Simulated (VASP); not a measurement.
A run of VASP 6.6.1 is set up as follows.

INCAR

```
SYSTEM = CuO
  PREC = Accurate
  ENCUT = 520
  EDIFF = 1E-7
  ISMEAR = 0
  SIGMA = 0.1
  LREAL = .FALSE.
  LASPH = .TRUE.
  NELM = 100
  ALGO = Fast
  ISIF = 2
  LWAVE = .FALSE.
  LCHARG = .FALSE.
  GGA = PE
  NBANDS = 25
```

Contents of KPOINTS:

```
Automatic mesh
0
G
  18 18 18
  0 0 0
```

The input POSCAR:

```
CuO
1.0
    1.5994562714      0.9234465089      5.9891604611
   -1.5994562714      0.9234465089      5.9891604611
    0.0000000000     -1.8468930177      5.9891604611
Cu O
2 2
Direct
    0.0000000000      0.0000000000      0.0000000000
    0.5000000000      0.5000000000      0.5000000000
    0.1061648437      0.1061648437      0.1061648437
    0.8938351563      0.8938351563      0.8938351563
```

Potentials or basis: VASP PAW PBE potentials, release 64 (Cu, O).

Launch:

```bash
$ cat potpaw_PBE.64/Cu/POTCAR potpaw_PBE.64/O/POTCAR > POTCAR
$ mpirun -np 1 vasp_std > vasp.out
```

Question: Predict the pressure.

Answer: -16.2 GPa.

Question: Estimate the band gap on the k mesh.

Answer: Zero (bands 17 and 18 overlap by 0.76 eV).

Question: Predict the largest force.

Answer: 0.184 eV/Å.

Stress tensor (GPa, compression positive):
```
-11.82   0.00   0.00
  0.00 -11.82   0.00
  0.00   0.00 -24.91
```

Caveat: the stress differs along the axes, from -25 to -12 GPa; semilocal functionals often make such compounds metallic where correlation or magnetic order opens a gap, which also shifts bond lengths. With open d or f shells a metallic result of PBE can be an artefact of self-interaction; +U or a hybrid may open a gap.
